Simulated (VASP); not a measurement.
# NiO (P4/mmm) in VASP: single point with PBE

Aim: the single point of NiO with PBE.

Everything below comes from runs of VASP 6.6.1. Logs are shortened: lines on timing, memory, paths and dates and some standing lists are left out, and cuts for length are marked.

## (1) The cell of the first run

Symmetry: P4/mmm, No. 123, tetragonal system. The conventional cell has a = 2.688 Å, b = 2.688 Å, c = 3.240 Å, α = 90.00°, β = 90.00°, γ = 90.00°. Ni (site symmetry 4/mmm) has 4 O at 1.90 Å within 2.5 Å. O (site symmetry 4/mmm) has 4 Ni at 1.90 Å within 2.5 Å.

The cell was generated, and may not be a known phase.

## (2) Single point, PBE

Input file INCAR:

```
PREC = Accurate ; ENCUT = 700
EDIFF = 1E-6 ; ISMEAR = 0
SIGMA = 0.1 ; LREAL = False
LASPH = True ; NELM = 120
ALGO = Normal ; ISIF = 2
LWAVE = False ; LCHARG = False
GGA = PE ; NBANDS = 19
GGA_COMPAT = False
```

Input file KPOINTS:

```
Automatic mesh
0
Gamma
  20 20 18
```

Input file POSCAR:

```
NiO
1.0
    2.6878338147      0.0000000000      0.0000000000
    0.0000000000      2.6878338147      0.0000000000
    0.0000000000      0.0000000000      3.2395908856
Ni O
1 1
Direct
    0.0000000000      0.0000000000      0.5000000000
    0.5000000000      0.5000000000      0.5000000000
```

Potentials or basis: VASP PAW PBE potentials, release 64 (Ni_sv_GW, O).

Launch:

```sh
$ cat potpaw_PBE.64/Ni_sv_GW/POTCAR potpaw_PBE.64/O/POTCAR > POTCAR
$ mpirun -np 1 vasp_std > vasp.out
```

OUTCAR:

```text
PREC = Accurate
   ENCUT = 700
   EDIFF = 1E-6
   ISMEAR = 0
   LREAL = False
   LASPH = True
   NELM = 120
   ISIF = 2
   GGA = PE

 ion  position               nearest neighbor table
   1  0.000  0.000  0.500-   2 1.90   2 1.90   2 1.90   2 1.90
   2  0.500  0.500  0.500-   1 1.90   1 1.90   1 1.90   1 1.90

  LATTYP: Found a simple tetragonal cell.
 ALAT       =     2.6878338147
 C/A-ratio  =     1.2052794588

  Lattice vectors:

 A1 = (   2.6878338147,   0.0000000000,   0.0000000000)
 A2 = (   0.0000000000,   2.6878338147,   0.0000000000)
 A3 = (   0.0000000000,   0.0000000000,   3.2395908856)

Analysis of symmetry for initial positions (statically):
=====================================================================
 Subroutine PRICEL returns:
 Original cell was already a primitive cell.

 Routine SETGRP: Setting up the symmetry group for a
 simple tetragonal supercell.

 Subroutine GETGRP returns: Found 16 space group operations
 (whereof 16 operations were pure point group operations)
 out of a pool of 16 trial point group operations.

The static configuration has the point symmetry D_4h.

Analysis of symmetry for dynamics (positions and initial velocities):
=====================================================================
 Subroutine PRICEL returns:
 Original cell was already a primitive cell.

 Routine SETGRP: Setting up the symmetry group for a
 simple tetragonal supercell.

 Subroutine GETGRP returns: Found 16 space group operations
 (whereof 16 operations were pure point group operations)
 out of a pool of 16 trial point group operations.

The dynamic configuration has the point symmetry D_4h.

 Subroutine INISYM returns: Found 16 space group operations
 (whereof 16 operations are pure point group operations),
 and found     1 'primitive' translations

----------------------------------------------------------------------------------------

                                     Primitive cell

  volume of cell :      23.4043

  direct lattice vectors                    reciprocal lattice vectors
     2.687833815  0.000000000  0.000000000     0.372046811  0.000000000  0.000000000
     0.000000000  2.687833815  0.000000000     0.000000000  0.372046811  0.000000000
     0.000000000  0.000000000  3.239590886     0.000000000  0.000000000  0.308680952

  length of vectors
     2.687833815  2.687833815  3.239590886     0.372046811  0.372046811  0.308680952

  position of ions in fractional coordinates (direct lattice)
     0.000000000  0.000000000  0.500000000
     0.500000000  0.500000000  0.500000000

  ion indices of the primitive-cell ions
   primitive index   ion index
                 1           1
                 2           2

----------------------------------------------------------------------------------------

 KPOINTS: Automatic mesh

Automatic generation of k-mesh.
 Grid dimensions read from file:
 generate k-points for:   20   20   18

 Generating k-lattice:

  Cartesian coordinates                     Fractional coordinates (reciprocal lattice)
     0.018602341  0.000000000  0.000000000     0.050000000  0.000000000  0.000000000
     0.000000000  0.018602341  0.000000000     0.000000000  0.050000000  0.000000000
     0.000000000  0.000000000  0.017148942     0.000000000  0.000000000  0.055555556

  Length of vectors
     0.018602341  0.018602341  0.017148942

  Shift w.r.t. Gamma in fractional coordinates (k-lattice)
     0.000000000  0.000000000  0.000000000

 Subroutine IBZKPT returns following result:
 ===========================================

 Found    660 irreducible k-points:

 Following reciprocal coordinates:
            Coordinates               Weight
  0.000000  0.000000  0.000000      1.000000
  0.050000  0.000000  0.000000      4.000000
  0.100000  0.000000  0.000000      4.000000
  0.150000  0.000000  0.000000      4.000000
  0.200000  0.000000  0.000000      4.000000
  0.250000  0.000000  0.000000      4.000000
[... 16 lines left out ...]
  0.150000  0.100000  0.000000      8.000000
  0.200000  0.100000  0.000000      8.000000
 [... further k-points ...]
   k-points           NKPTS =    660   k-points in BZ     NKDIM =    660   number of bands    NBANDS=     19
   number of dos      NEDOS =    301   number of ions     NIONS =      2
   total plane-waves  NPLWV =  16128
   dimension x,y,z NGX =    24 NGY =   24 NGZ =   28
   dimension x,y,z NGXF=    48 NGYF=   48 NGZF=   56
   ions per type =               1   1
   NGX,Y,Z   is equivalent  to a cutoff of  14.84, 14.84, 14.37 a.u.
   NGXF,Y,Z  is equivalent  to a cutoff of  29.69, 29.69, 28.74 a.u.
 SYSTEM =  unknown system
   PREC   = accura    normal or accurate (medium, high low for compatibility)
   ISTART =      0    job   : 0-new  1-cont  2-samecut
   ICHARG =      2    charge: 1-file 2-atom 10-const
   ISPIN  =      1    spin polarized calculation?
   LNONCOLLINEAR =      F non collinear calculations
   LSORBIT =      F    spin-orbit coupling
   LASPH  =      T    aspherical Exc in radial PAW
   ENCUT  =  700.0 eV  51.45 Ry    7.17 a.u.   5.80  5.80  6.99*2*pi/ulx,y,z
   NELM   =    120;   NELMIN=  2; NELMDL= -5     # of ELM steps
   EDIFF  = 0.1E-05   stopping-criterion for ELM
   LREAL  =      F    real-space projection
   EDIFFG = 0.1E-04   stopping-criterion for IOM
   NSW    =      0    number of steps for IOM
   IBRION =     -1    ionic relax: 0-MD 1-quasi-New 2-CG
   NFREE  =      0    steps in history (QN), initial steepest desc. (CG)
   ISIF   =      2    stress and relaxation
   ISYM   =      2    0-nonsym 1-usesym 2-fastsym
   POTIM  = 0.5000    time-step for ionic-motion
   TEBEG  =    0.0;   TEEND  =   0.0 temperature during run
   PSTRESS=    0.0 pullay stress
   NELECT =      24.0000    total number of electrons
   NUPDOWN=      -1.0000    fix difference up-down
   EMIN   =  10.00;   EMAX   =-10.00  energy-range for DOS
   EFERMI =   0.00;   METHOD = LEGACY
   ISMEAR =     0;   SIGMA  =   0.10  broadening in eV -4-tet -1-fermi 0-gaus
   EFERMI_NEDOS =   21; number of points for ismear=-14 and -15
   IALGO  =     38    algorithm
   IMIX   =      4    mixing-type and parameters
     AMIX     =   0.40;   BMIX     =  1.00
     AMIX_MAG =   1.60;   BMIX_MAG =  1.00
  volume/ion in A,a.u.               =      11.70        78.97
  Fermi-wavevector in a.u.,A,eV,Ry     =   1.650873  3.119697 37.081054  2.725381
  Thomas-Fermi vector in A             =   2.739748
   LORBIT       =      0    0 simple, 1 ext, 2 COOP (PROOUT), +10 PAW based schemes
   GGA     = PE    functional components
   LHFCALC =     F    Hartree Fock is set to
   AEXX    =    0.0000 exact exchange contribution
   IVDW    =     0    specifies the selected vdW correction
   LEPSILON=     F    determine dielectric tensor
   LRPA    =     F    only Hartree local field effects (RPA)
 non-spin polarized calculation
 Gauss-broadening in eV      SIGMA  =   0.10
  energy-cutoff  :      700.00
  volume of cell :       23.40
 maximum number of plane-waves:      1024
 NGX is ok and might be reduce to    24
   NGX = 11   NGY = 11   NGZ = 13

 number of electron      24.0000008 magnetization

 Free energy of the ion-electron system (eV)
  ---------------------------------------------------
  ext. energy  EPLUGINS =         0.00000000
  ---------------------------------------------------
  free energy    TOTEN  =       -12.30270119 eV

  energy without entropy =      -12.28916510  energy(sigma->0) =      -12.29593315

 E-fermi :   3.9775     XC(G=0): -11.1524

 val. band max:        3.9768289697   @ k =   0.3500   0.0500   0.3333
 cond. band min:       3.9784273128   @ k =   0.5000   0.1500   0.3889
 fundamental gap:      0.0015983430
 Fermi energy:         3.9774562749

 k-point     1 :       0.0000    0.0000    0.0000
  band No.  band energies     occupation
      1     -99.2303      2.00000
      2     -59.9266      2.00000
      3     -59.9266      2.00000
      4     -59.0105      2.00000
      5     -16.1704      2.00000
      6       0.4020      2.00000
[... 11 lines left out ...]
     18      23.8868      0.00000
     19      23.8868      0.00000

 k-point     2 :       0.0500    0.0000    0.0000
  band No.  band energies     occupation
      1     -99.2302      2.00000
      2     -59.9280      2.00000
      3     -59.9265      2.00000
      4     -59.0105      2.00000
      5     -16.1465      2.00000
      6       0.1220      2.00000
[... 11 lines left out ...]
     18      23.8727      0.00000
     19      23.9258      0.00000

 k-point     3 :       0.1000    0.0000    0.0000
  band No.  band energies     occupation
      1     -99.2300      2.00000
      2     -59.9320      2.00000
      3     -59.9261      2.00000
      4     -59.0102      2.00000
      5     -16.0761      2.00000
      6      -0.4631      2.00000
[... 11 lines left out ...]
     18      23.8262      0.00000
     19      24.0639      0.00000

 k-point     4 :       0.1500    0.0000    0.0000
  band No.  band energies     occupation
      1     -99.2295      2.00000
      2     -59.9381      2.00000
      3     -59.9254      2.00000
      4     -59.0096      2.00000
      5     -15.9637      2.00000
      6      -1.1251      2.00000
[... 11 lines left out ...]
     18      23.7363      0.00000
     19      24.3209      0.00000

 k-point     5 :       0.2000    0.0000    0.0000
  band No.  band energies     occupation
      1     -99.2288      2.00000
      2     -59.9458      2.00000
      3     -59.9246      2.00000
      4     -59.0090      2.00000
      5     -15.8170      2.00000
      6      -1.8150      2.00000
[... 11 lines left out ...]
     18      23.5898      0.00000
     19      24.6882      0.00000
[... 334 lines left out ...]
      2     -59.9820      2.00000
      3     -59.9218      2.00000
      4     -59.0060      2.00000
      5     -15.0259      2.00000
      6      -4.3359      2.00000
[... 11 lines left out ...]
     18      21.9190      0.00000
     19      26.0534      0.00000

 k-point    22 :       0.1000    0.1000    0.0000
  band No.  band energies     occupation
      1     -99.2296      2.00000
      2     -59.9316      2.00000
      3     -59.9312      2.00000
      4     -59.0097      2.00000
      5     -15.9876      2.00000
      6      -0.9274      2.00000
[... 11 lines left out ...]
     18      22.3380      0.00000
     19      25.4914      0.00000

 k-point    23 :       0.1500    0.1000    0.0000
  band No.  band energies     occupation
      1     -99.2291      2.00000
      2     -59.9375      2.00000
      3     -59.9307      2.00000
      4     -59.0092      2.00000
      5     -15.8824      2.00000
      6      -1.4487      2.00000
[... 11 lines left out ...]
     18      21.9651      0.00000
     19      25.9139      0.00000

 k-point    24 :       0.2000    0.1000    0.0000
  band No.  band energies     occupation
      1     -99.2285      2.00000
      2     -59.9452      2.00000
      3     -59.9298      2.00000
      4     -59.0086      2.00000
      5     -15.7455      2.00000
      6      -2.0153      2.00000
[... 11 lines left out ...]
     18      21.8680      0.00000
     19      26.0813      0.00000

 [... further k-points ...]

------------------------ aborting loop because EDIFF is reached ----------------------------------------

  FORCE on cell =-STRESS in cart. coord.  units (eV):
  Direction    XX          YY          ZZ          XY          YZ          ZX
  --------------------------------------------------------------------------------------
  -------------------------------------------------------------------------------------
  Total       -0.0198700     -0.0198700     -0.0715969      0.0000000      0.0000000      0.0000000
  in kB       -1.3602310     -1.3602310     -4.9012862      0.0000000      0.0000000      0.0000000
  external PRESSURE =      -2.5405827 kB  Pullay stress =       0.0000000 kB

 VOLUME and BASIS-vectors are now :
 -----------------------------------------------------------------------------
  energy-cutoff  :      700.00
  volume of cell :       23.40
      direct lattice vectors                 reciprocal lattice vectors
     2.687833815  0.000000000  0.000000000     0.372046811  0.000000000  0.000000000
     0.000000000  2.687833815  0.000000000     0.000000000  0.372046811  0.000000000
     0.000000000  0.000000000  3.239590886     0.000000000  0.000000000  0.308680952

 POSITION                                       TOTAL-FORCE (eV/Angst)
 -----------------------------------------------------------------------------------
      0.00000      0.00000      1.61980         0.000000      0.000000      0.000000
      1.34392      1.34392      1.61980         0.000000      0.000000      0.000000
 -----------------------------------------------------------------------------------
    total drift:                                0.000000      0.000000     -0.000000

  FREE ENERGIE OF THE ION-ELECTRON SYSTEM (eV)
  ---------------------------------------------------
  free  energy   TOTEN  =       -12.3027011900 eV

  energy  without entropy=      -12.2891651014  energy(sigma->0) =      -12.29593315
```

It took 8.5 min on 1 thread of AMD EPYC 7R43 (Zen 3), shared host; peak memory 0.58 GiB.

Results:

```
Free energy            : -12.3027 eV
Pressure               : -0.3 GPa
Band gap on the k mesh : zero (bands 12 and 13 overlap by 1.43 eV)
```

Caveat: the run has no spin polarisation, though such a crystal can be magnetic; semilocal functionals often make such compounds metallic where correlation or magnetic order opens a gap, which also shifts bond lengths. Spin polarisation is off, so any magnetic state and its effect on volume and gap are missing.
